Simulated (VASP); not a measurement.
Runs of VASP 6.6.1 on Ge. The structure is that of space group P6_3/mmc (No. 194), or close to it. The cells are those of the table. This isn't the form of Ge at room conditions, which is diamond.

| cell | k mesh | gap on the mesh (eV) | pressure (GPa) |
| --- | --- | --- | --- |
| a = 2.887, b = 2.887, c = 9.202 Å, angles 90.0, 90.0, 120.0°, 4 atoms | 14 × 14 × 4 | none | 7.9 |
| a = 2.928, b = 2.928, c = 9.334 Å, angles 90.0, 90.0, 120.0°, 4 atoms | 14 × 14 × 4 | none | 3.7 |
| a = 2.969, b = 2.969, c = 9.462 Å, angles 90.0, 90.0, 120.0°, 4 atoms | 14 × 14 × 4 | none | (a) |
| a = 2.969, b = 2.969, c = 9.462 Å, angles 90.0, 90.0, 120.0°, 4 atoms | 12 × 12 × 4 | none | (b) |
| a = 2.845, b = 2.845, c = 9.067 Å, angles 90.0, 90.0, 120.0°, 4 atoms | 14 × 14 × 4 | none | 13.4 |

Alike in all rows: task single point; level LDA; potentials or basis VASP PAW LDA potentials, release 64 (Ge_d); no spin polarisation; cutoff (eV) 520; smearing fermi-dirac 0.1 eV.

Task: Fill in the values left out.

Result: (a) 0.4; (b) -0.1.

Caveats: the cell stands under pressure (at least some runs).

A k mesh can miss the band edges, and the runs leave out spin-orbit coupling on Ge.

A gap of «none» marks levels without a gap at the run's occupations.
